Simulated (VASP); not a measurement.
Runs of VASP 6.6.1 on Rb. The structure is that of space group Pm-3m (No. 221), or close to it. The cells are those of the table. 

```tsv
task	cell	k mesh	gap on the mesh (eV)	pressure (GPa)
single point	a = 4.742 Å, 1 atom	8 × 8 × 8	none	-0.1
single point	a = 4.622 Å, 1 atom	11 × 11 × 11	none	0.0
relaxation of cell and atoms	relaxed from a = 4.548 Å, 1 atom	7 × 7 × 7	none	0.0
single point	a = 4.495 Å, 1 atom	8 × 8 × 8	none	(a)
single point	a = 4.429 Å, 1 atom	8 × 8 × 8	none	0.3
single point	a = 4.622 Å, 1 atom	7 × 7 × 7	none	0.0
single point	a = 4.559 Å, 1 atom	8 × 8 × 8	none	0.1
single point	a = 4.683 Å, 1 atom	8 × 8 × 8	none	-0.1
single point	a = 4.800 Å, 1 atom	8 × 8 × 8	none	-0.2
single point	a = 4.622 Å, 1 atom	8 × 8 × 8	none	0.0
```

Alike in all rows: level r2SCAN; potentials or basis VASP PAW PBE potentials, release 64 (Rb_sv); no spin polarisation; cutoff (eV) 550; smearing fermi-dirac 0.1 eV.

Problem. Estimate the missing entries.

Solution. (a) 0.2.

Caveats: the PAW data sets were made with another functional, which shifts forces and pressure a little.

A k mesh can miss the band edges, and the runs leave out spin-orbit coupling on Rb.

A gap of «none» marks levels without a gap at the run's occupations.
